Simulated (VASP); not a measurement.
# Ga (P6_3/mmc) in VASP: a series of runs

Runs on Ga. Level: r2SCAN. Tasks: single point.

Everything below comes from runs of VASP 6.6.1. Logs are shortened: lines on timing, memory, paths and dates and some standing lists are left out, and cuts for length are marked.

## Step 1: The cell of the first run

The structure is hexagonal, space group P6_3/mmc (No. 194). Conventional cell: a = 2.976 Å, b = 2.976 Å, c = 4.698 Å, α = 90.00°, β = 90.00°, γ = 120.00°. Ga (site symmetry -6m2) has 12 Ga at 2.91 to 2.98 Å within 3.8 Å.

## Step 2: Single point, r2SCAN

Input file POSCAR:

```
Ga
1.0
    2.9761992899      0.0000000000      0.0000000000
   -1.4880996450      2.5774641918      0.0000000000
    0.0000000000      0.0000000000      4.6982452361
Ga
2
Direct
    0.3333333333      0.6666666667      0.2500000000
    0.6666666667      0.3333333333      0.7500000000
```

Input file INCAR.step1:

```
PREC = Accurate
ENCUT = 520
ISMEAR = -1
SIGMA = 0.1
LREAL = F
LASPH = T
NELM = 60
NBANDS = 20
GGA = PE
ALGO = Normal
EDIFF = 1E-4
LWAVE = T
LCHARG = F
```

Input file INCAR.step2:

```
PREC = Accurate
ENCUT = 520
EDIFF = 1E-7
ISMEAR = -1
SIGMA = 0.1
LREAL = F
LASPH = T
NELM = 60
ALGO = Normal
ISIF = 2
LWAVE = F
LCHARG = F
METAGGA = R2SCAN
LMIXTAU = T
NBANDS = 20
ISTART = 1
```

Input file KPOINTS:

```
regular mesh
0
Gamma
  6 6 4
```

Potentials or basis: VASP PAW PBE potentials, release 64 (Ga_d).

Started as:

```console
> cat potpaw_PBE.64/Ga_d/POTCAR > POTCAR
> cp INCAR.step1 INCAR
> mpirun -np 1 vasp_std > vasp.out
> cp INCAR.step2 INCAR
> mpirun -np 1 vasp_std > vasp.out
```

OUTCAR:

```text
PREC = Accurate
   ENCUT = 520
   EDIFF = 1E-7
   ISMEAR = -1
   LREAL = F
   LASPH = T
   NELM = 60
   ISIF = 2
   METAGGA = R2SCAN
   ISTART = 1

 ion  position               nearest neighbor table
   1  0.333  0.667  0.250-   2 2.91   2 2.91   2 2.91   2 2.91   2 2.91   2 2.91
   2  0.667  0.333  0.750-   1 2.91   1 2.91   1 2.91   1 2.91   1 2.91   1 2.91

  LATTYP: Found a hexagonal cell.
 ALAT       =     2.9761992899
 C/A-ratio  =     1.5786057244

  Lattice vectors:

 A1 = (   2.9761992899,   0.0000000000,   0.0000000000)
 A2 = (  -1.4880996450,   2.5774641918,   0.0000000000)
 A3 = (   0.0000000000,   0.0000000000,   4.6982452361)

Analysis of symmetry for initial positions (statically):
=====================================================================
 Subroutine PRICEL returns:
 Original cell was already a primitive cell.

 Routine SETGRP: Setting up the symmetry group for a
 hexagonal supercell.

 Subroutine GETGRP returns: Found 24 space group operations
 (whereof 12 operations were pure point group operations)
 out of a pool of 24 trial point group operations.

The static configuration has the point symmetry D_3d.
 The point group associated with its full space group is D_6h.

Analysis of symmetry for dynamics (positions and initial velocities):
=====================================================================
 Subroutine PRICEL returns:
 Original cell was already a primitive cell.

 Routine SETGRP: Setting up the symmetry group for a
 hexagonal supercell.

 Subroutine GETGRP returns: Found 24 space group operations
 (whereof 12 operations were pure point group operations)
 out of a pool of 24 trial point group operations.

The dynamic configuration has the point symmetry D_3d.
 The point group associated with its full space group is D_6h.

 Subroutine INISYM returns: Found 24 space group operations
 (whereof 12 operations are pure point group operations),
 and found     1 'primitive' translations

----------------------------------------------------------------------------------------

                                     Primitive cell

  volume of cell :      36.0405

  direct lattice vectors                    reciprocal lattice vectors
     2.976199290  0.000000000  0.000000000     0.335999005  0.193989116  0.000000000
    -1.488099645  2.577464192  0.000000000     0.000000000  0.387978232  0.000000000
     0.000000000  0.000000000  4.698245236     0.000000000  0.000000000  0.212845424

  length of vectors
     2.976199290  2.976199290  4.698245236     0.387978232  0.387978232  0.212845424

  position of ions in fractional coordinates (direct lattice)
     0.333333333  0.666666667  0.250000000
     0.666666667  0.333333333  0.750000000

  ion indices of the primitive-cell ions
   primitive index   ion index
                 1           1
                 2           2

----------------------------------------------------------------------------------------

 KPOINTS: regular mesh

Automatic generation of k-mesh.
 Grid dimensions read from file:
 generate k-points for:    6    6    4

 Generating k-lattice:

  Cartesian coordinates                     Fractional coordinates (reciprocal lattice)
     0.055999834  0.032331519  0.000000000     0.166666667  0.000000000  0.000000000
     0.000000000  0.064663039  0.000000000     0.000000000  0.166666667  0.000000000
     0.000000000  0.000000000  0.053211356     0.000000000  0.000000000  0.250000000

  Length of vectors
     0.064663039  0.064663039  0.053211356

  Shift w.r.t. Gamma in fractional coordinates (k-lattice)
     0.000000000  0.000000000  0.000000000

 Subroutine IBZKPT returns following result:
 ===========================================

 Found     21 irreducible k-points:

 Following reciprocal coordinates:
            Coordinates               Weight
  0.000000  0.000000  0.000000      1.000000
  0.166667  0.000000  0.000000      6.000000
  0.333333  0.000000  0.000000      6.000000
  0.500000  0.000000  0.000000      3.000000
  0.166667  0.166667  0.000000      6.000000
  0.333333  0.166667  0.000000     12.000000
[... 13 lines left out ...]
  0.333333  0.166667  0.500000     12.000000
  0.333333  0.333333  0.500000      2.000000
   k-points           NKPTS =     21   k-points in BZ     NKDIM =     21   number of bands    NBANDS=     20
   number of dos      NEDOS =    301   number of ions     NIONS =      2
   total plane-waves  NPLWV =  20736
   dimension x,y,z NGX =    24 NGY =   24 NGZ =   36
   dimension x,y,z NGXF=    48 NGYF=   48 NGZF=   72
   ions per type =               2
   NGX,Y,Z   is equivalent  to a cutoff of  13.41, 13.41, 12.74 a.u.
   NGXF,Y,Z  is equivalent  to a cutoff of  26.81, 26.81, 25.48 a.u.
 SYSTEM =  unknown system
   PREC   = accura    normal or accurate (medium, high low for compatibility)
   ISTART =      1    job   : 0-new  1-cont  2-samecut
   ICHARG =      0    charge: 1-file 2-atom 10-const
   ISPIN  =      1    spin polarized calculation?
   LNONCOLLINEAR =      F non collinear calculations
   LSORBIT =      F    spin-orbit coupling
   LASPH  =      T    aspherical Exc in radial PAW
   ENCUT  =  520.0 eV  38.22 Ry    6.18 a.u.   5.53  5.53  8.74*2*pi/ulx,y,z
   NELM   =     60;   NELMIN=  2; NELMDL=  0     # of ELM steps
   EDIFF  = 0.1E-06   stopping-criterion for ELM
   LREAL  =      F    real-space projection
   EDIFFG = 0.1E-05   stopping-criterion for IOM
   NSW    =      0    number of steps for IOM
   IBRION =     -1    ionic relax: 0-MD 1-quasi-New 2-CG
   NFREE  =      0    steps in history (QN), initial steepest desc. (CG)
   ISIF   =      2    stress and relaxation
   ISYM   =      2    0-nonsym 1-usesym 2-fastsym
   POTIM  = 0.5000    time-step for ionic-motion
   TEBEG  =    0.0;   TEEND  =   0.0 temperature during run
   PSTRESS=    0.0 pullay stress
   NELECT =      26.0000    total number of electrons
   NUPDOWN=      -1.0000    fix difference up-down
   EMIN   =  10.00;   EMAX   =-10.00  energy-range for DOS
   EFERMI =   0.00;   METHOD = LEGACY
   ISMEAR =    -1;   SIGMA  =   0.10  broadening in eV -4-tet -1-fermi 0-gaus
   EFERMI_NEDOS =   21; number of points for ismear=-14 and -15
   IALGO  =     38    algorithm
   IMIX   =      4    mixing-type and parameters
     AMIX     =   0.40;   BMIX     =  1.00
     AMIX_MAG =   1.60;   BMIX_MAG =  1.00
  volume/ion in A,a.u.               =      18.02       121.61
  Fermi-wavevector in a.u.,A,eV,Ry     =   1.468258  2.774606 29.331206  2.155783
  Thomas-Fermi vector in A             =   2.583778
   LORBIT       =      0    0 simple, 1 ext, 2 COOP (PROOUT), +10 PAW based schemes
   METAGGA = R2SCAN    functional components
   LHFCALC =     F    Hartree Fock is set to
   AEXX    =    0.0000 exact exchange contribution
   IVDW    =     0    specifies the selected vdW correction
   LEPSILON=     F    determine dielectric tensor
   LRPA    =     F    only Hartree local field effects (RPA)
 non-spin polarized calculation
  energy-cutoff  :      520.00
  volume of cell :       36.04
 maximum number of plane-waves:      1014
 NGX is ok and might be reduce to    24
   NGX = 11   NGY = 11   NGZ = 17

 number of electron      25.9999996 magnetization

 Free energy of the ion-electron system (eV)
  ---------------------------------------------------
  ext. energy  EPLUGINS =         0.00000000
  ---------------------------------------------------
  free energy    TOTEN  =       -22.62997891 eV

  energy without entropy =      -22.61199182  energy(sigma->0) =      -22.62098536

 E-fermi :   6.1481     XC(G=0): -12.4565

 val. band max:        5.8130677530   @ k =   0.3333   0.3333   0.2500
 cond. band min:       6.2012535828   @ k =   0.1667   0.0000   0.2500
 fundamental gap:      0.3881858298
 Fermi energy:         6.1481015195

 k-point     1 :       0.0000    0.0000    0.0000
  band No.  band energies     occupation
      1      -9.6999      2.00000
      2      -9.5753      2.00000
      3      -9.5625      2.00000
      4      -9.5625      2.00000
      5      -9.5325      2.00000
      6      -9.5325      2.00000
[... 12 lines left out ...]
     19      20.4703      0.00000
     20      20.8370      0.00000

 k-point     2 :       0.1667    0.0000    0.0000
  band No.  band energies     occupation
      1      -9.6793      2.00000
      2      -9.6007      2.00000
      3      -9.5536      2.00000
      4      -9.5436      2.00000
      5      -9.5407      2.00000
      6      -9.5069      2.00000
[... 12 lines left out ...]
     19      19.0512      0.00000
     20      22.1480      0.00000

 k-point     3 :       0.3333    0.0000    0.0000
  band No.  band energies     occupation
      1      -9.7341      2.00000
      2      -9.6456      2.00000
      3      -9.6048      2.00000
      4      -9.5877      2.00000
      5      -9.5099      2.00000
      6      -9.4620      2.00000
[... 12 lines left out ...]
     19      17.4752      0.00000
     20      20.5325      0.00000

 k-point     4 :       0.5000    0.0000    0.0000
  band No.  band energies     occupation
      1      -9.7691      2.00000
      2      -9.6973      2.00000
      3      -9.6267      2.00000
      4      -9.6079      2.00000
      5      -9.4856      2.00000
      6      -9.4787      2.00000
[... 12 lines left out ...]
     19      16.7746      0.00000
     20      19.8909      0.00000

 k-point     5 :       0.1667    0.1667    0.0000
  band No.  band energies     occupation
      1      -9.6536      2.00000
      2      -9.6385      2.00000
      3      -9.6201      2.00000
      4      -9.5761      2.00000
      5      -9.5085      2.00000
      6      -9.4718      2.00000
[... 12 lines left out ...]
     19      17.7410      0.00000
     20      20.3113      0.00000
[... 284 lines left out ...]
      6      -9.4704      2.00000
[... 12 lines left out ...]
     19      16.7660      0.00000
     20      16.7660      0.00000

 k-point    19 :       0.1667    0.1667    0.5000
  band No.  band energies     occupation
      1      -9.6582      2.00000
      2      -9.6582      2.00000
      3      -9.5682      2.00000
      4      -9.5682      2.00000
      5      -9.5030      2.00000
      6      -9.5030      2.00000
[... 12 lines left out ...]
     19      21.2090      0.00000
     20      21.2090      0.00000

 k-point    20 :       0.3333    0.1667    0.5000
  band No.  band energies     occupation
      1      -9.6797      2.00000
      2      -9.6797      2.00000
      3      -9.6027      2.00000
      4      -9.6027      2.00000
      5      -9.4927      2.00000
      6      -9.4927      2.00000
[... 12 lines left out ...]
     19      19.9143      0.00000
     20      19.9143      0.00000

 k-point    21 :       0.3333    0.3333    0.5000
  band No.  band energies     occupation
      1      -9.6655      2.00000
      2      -9.6655      2.00000
      3      -9.5510      2.00000
      4      -9.5510      2.00000
      5      -9.4819      2.00000
      6      -9.4819      2.00000
[... 12 lines left out ...]
     19      20.2432      0.00000
     20      20.2432      0.00000

------------------------ aborting loop because EDIFF is reached ----------------------------------------

  FORCE on cell =-STRESS in cart. coord.  units (eV):
  Direction    XX          YY          ZZ          XY          YZ          ZX
  --------------------------------------------------------------------------------------
  -------------------------------------------------------------------------------------
  Total       -0.2501731     -0.2501731      0.6776341      0.0000000      0.0000000     -0.0000000
  in kB      -11.1214355    -11.1214355     30.1241993      0.0000000      0.0000000     -0.0000000
  external PRESSURE =       2.6271094 kB  Pullay stress =       0.0000000 kB

 VOLUME and BASIS-vectors are now :
 -----------------------------------------------------------------------------
  energy-cutoff  :      520.00
  volume of cell :       36.04
      direct lattice vectors                 reciprocal lattice vectors
     2.976199290  0.000000000  0.000000000     0.335999005  0.193989116  0.000000000
    -1.488099645  2.577464192  0.000000000     0.000000000  0.387978232  0.000000000
     0.000000000  0.000000000  4.698245236     0.000000000  0.000000000  0.212845424

 POSITION                                       TOTAL-FORCE (eV/Angst)
 -----------------------------------------------------------------------------------
     -0.00000      1.71831      1.17456        -0.000000      0.000000      0.000000
      1.48810      0.85915      3.52368         0.000000     -0.000000      0.000000
 -----------------------------------------------------------------------------------
    total drift:                                0.000000     -0.000000      0.000000

  FREE ENERGIE OF THE ION-ELECTRON SYSTEM (eV)
  ---------------------------------------------------
  free  energy   TOTEN  =       -22.6299789051 eV

  energy  without entropy=      -22.6119918182  energy(sigma->0) =      -22.62098536
```

Wall time 36 s (1 thread of Intel Xeon Platinum 8488C (Sapphire Rapids), shared host); peak memory 0.16 GiB.

Results:

```yaml
Free_energy: -22.6300 eV
Pressure: 0.3 GPa
Band_gap_on_the_k_mesh: zero (band 13 reaches 11.04 eV, above the bottom of band 14 at 2.42 eV)
```

Stress tensor (GPa, compression positive):
```
-1.11  0.00  0.00
 0.00 -1.11  0.00
 0.00  0.00  3.01
```

Caveat: the k points lie up to 0.41 Å⁻¹ apart; the PAW data sets were made with another functional, which shifts forces and pressure a little.

## Step 3: Single point, r2SCAN (volume scaled by 1.12)

Input file POSCAR:

```
Ga
1.0
    3.0907794407      0.0000000000      0.0000000000
   -1.5453897204      2.6766935132      0.0000000000
    0.0000000000      0.0000000000      4.8791221611
Ga
2
Direct
    0.3333333333      0.6666666667      0.2500000000
    0.6666666667      0.3333333333      0.7500000000
```

Input file INCAR.step1:

```
SYSTEM = Ga
PREC     = Accurate       ! precision mode
ENCUT    = 520            ! plane-wave cutoff, eV
ISMEAR   = -1             ! smearing method
SIGMA    = 0.1            ! smearing width, eV
LREAL    = .False.        ! projectors in reciprocal space
LASPH    = .True.         ! aspherical terms in the spheres
NELM     = 100            ! most SCF steps
NBANDS   = 20             ! bands
GGA      = PE             ! functional
ALGO     = Normal         ! electronic algorithm
EDIFF    = 1E-4           ! SCF threshold, eV
LWAVE    = .True.         ! write WAVECAR
LCHARG   = .False.        ! write CHGCAR
```

Input file INCAR.step2:

```
SYSTEM = Ga
PREC     = Accurate       ! precision mode
ENCUT    = 520            ! plane-wave cutoff, eV
EDIFF    = 1E-6           ! SCF threshold, eV
ISMEAR   = -1             ! smearing method
SIGMA    = 0.1            ! smearing width, eV
LREAL    = .False.        ! projectors in reciprocal space
LASPH    = .True.         ! aspherical terms in the spheres
NELM     = 100            ! most SCF steps
ALGO     = Normal         ! electronic algorithm
ISIF     = 2              ! what is computed and relaxed
LWAVE    = .False.        ! write WAVECAR
LCHARG   = .True.         ! write CHGCAR
METAGGA  = R2SCAN         ! meta-GGA
LMIXTAU  = .True.       
LELF     = .True.         ! ELF
LVHAR    = .True.       
NBANDS   = 20             ! bands
ISTART   = 1
```

Input file KPOINTS:

```
Automatic mesh
0
Gamma
  14 14 8
  0 0 0
```

Potentials or basis: VASP PAW PBE potentials, release 64 (Ga_d).

Started as:

```console
> cat potpaw_PBE.64/Ga_d/POTCAR > POTCAR
> cp INCAR.step1 INCAR
> mpirun -np 1 vasp_std > vasp.out
> cp INCAR.step2 INCAR
> mpirun -np 1 vasp_std > vasp.out
```

It took 87 s on 1 thread of Intel Xeon 6975P-C (Granite Rapids), shared host; peak memory 0.21 GiB.

The run converged. Its results:

```
Free energy            : -22.5072 eV
Pressure               : -4.8 GPa
Band gap on the k mesh : zero (band 13 reaches 9.56 eV, above the bottom of band 14 at 1.76 eV)
```

Levels at points of the mesh, in eV from the Fermi level:
```tsv
k point	band 9	band 10	band 11	band 12	band 13	band 14	band 15	band 16	band 17	band 18
(0.00, 0.00, 0.00)	-15.23	-15.23	-11.17	-4.71	-3.78	9.12	9.12	11.20	11.20	13.05
(0.50, 0.00, 0.00)	-15.22	-15.21	-5.95	-4.96	0.49	0.88	1.03	3.34	4.57	8.23
(0.00, 0.00, 0.50)	-15.27	-15.27	-9.46	-9.46	4.21	4.21	10.37	10.37	10.37	10.37
(0.50, 0.00, 0.50)	-15.22	-15.22	-4.34	-4.34	-3.12	-3.12	6.34	6.34	7.58	7.58
```

Caveat: the PAW data sets were made with another functional, which shifts forces and pressure a little.
